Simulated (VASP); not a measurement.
Here is a VASP 6.6.1 calculation.

INCAR

```
SYSTEM = Ti2C
  PREC = Accurate
  ENCUT = 520
  EDIFF = 1E-6
  ISMEAR = 0
  SIGMA = 0.15
  LREAL = .False.
  LASPH = .True.
  NELM = 60
  ALGO = Normal
  ISIF = 2
  LWAVE = .False.
  LCHARG = .True.
  GGA = PS
  LELF = .True.
  LVHAR = .True.
  NBANDS = 21
```

The input KPOINTS:

```
regular mesh
0
Gamma
  18 18 18
  0 0 0
```

The input POSCAR:

```
Ti2C
1.0
    1.5264035954      0.8812695267      4.7727429345
   -1.5264035954      0.8812695267      4.7727429345
    0.0000000000     -1.7625390533      4.7727429345
Ti C
2 1
Direct
    0.2458180109      0.2458180109      0.2458180109
    0.7541819891      0.7541819891      0.7541819891
    0.5000000000      0.5000000000      0.5000000000
```

Potentials or basis: VASP PAW PBE potentials, release 64 (Ti_sv, C).

Command:

```bash
$ cat potpaw_PBE.64/Ti_sv/POTCAR potpaw_PBE.64/C/POTCAR > POTCAR
$ mpirun -np 1 vasp_std > vasp.out
```

Task: Estimate the largest force.

Result: 0.026 eV/Å.

Task: Predict the band gap on the k mesh.

Result: Zero (bands 14 and 15 overlap by 1.01 eV).

Task: Estimate the pressure.

Result: 0.2 GPa.

Forces on the atoms (eV/Å):
```
Ti   0.000  0.000  0.026
Ti   0.000  0.000 -0.026
C    0.000  0.000  0.000
```

Caveat: the PAW data sets were made with another functional, which shifts forces and pressure a little.
